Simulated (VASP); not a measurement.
A run of VASP 6.6.1 is set up as follows.

The input POSCAR:

```
AlN
1.0
    0.0000000000      2.2000000000      2.2000000000
    2.2000000000      0.0000000000      2.2000000000
    2.2000000000      2.2000000000      0.0000000000
Al N
1 1
Direct
    0.0000000000      0.0000000000      0.0000000000
    0.2500000000      0.2500000000      0.2500000000
```

INCAR.step1

```
SYSTEM = AlN
PREC     = Accurate       ! precision mode
ENCUT    = 520            ! plane-wave cutoff, eV
ISMEAR   = -1             ! smearing method
SIGMA    = 0.02           ! smearing width, eV
LREAL    = .False.        ! projectors in reciprocal space
LASPH    = .True.         ! aspherical terms in the spheres
NELM     = 60             ! most SCF steps
NBANDS   = 11             ! bands
GGA      = PE             ! functional
ALGO     = Normal         ! electronic algorithm
EDIFF    = 1E-4           ! SCF threshold, eV
LWAVE    = .True.         ! write WAVECAR
LCHARG   = .False.        ! write CHGCAR
```

File INCAR.step2:

```
SYSTEM = AlN
PREC     = Accurate       ! precision mode
ENCUT    = 520            ! plane-wave cutoff, eV
EDIFF    = 1E-6           ! SCF threshold, eV
ISMEAR   = -1             ! smearing method
SIGMA    = 0.02           ! smearing width, eV
LREAL    = .False.        ! projectors in reciprocal space
LASPH    = .True.         ! aspherical terms in the spheres
NELM     = 60             ! most SCF steps
ALGO     = Normal         ! electronic algorithm
ISIF     = 2              ! what is computed and relaxed
LWAVE    = .False.        ! write WAVECAR
LCHARG   = .True.         ! write CHGCAR
METAGGA  = R2SCAN         ! meta-GGA
LMIXTAU  = .True.       
LELF     = .True.         ! ELF
LVHAR    = .True.       
NBANDS   = 11             ! bands
ISTART   = 1
```

Contents of KPOINTS:

```
Automatic mesh
0
Gamma
  6 6 6
  0 0 0
```

Potentials or basis: VASP PAW PBE potentials, release 64 (Al, N).

Run with:

```bash
$ cat potpaw_PBE.64/Al/POTCAR potpaw_PBE.64/N/POTCAR > POTCAR
$ cp INCAR.step1 INCAR
$ mpirun -np 1 vasp_std > vasp.out
$ cp INCAR.step2 INCAR
$ mpirun -np 1 vasp_std > vasp.out
```

Question: What does it give for the pressure?

Answer: -4.6 GPa.

Question: Estimate the band gap on the k mesh.

Answer: 3.92 eV, indirect (least direct gap 4.69 eV).

Caveat: the PAW data sets were made with another functional, which shifts forces and pressure a little. A k mesh can miss the band edges.
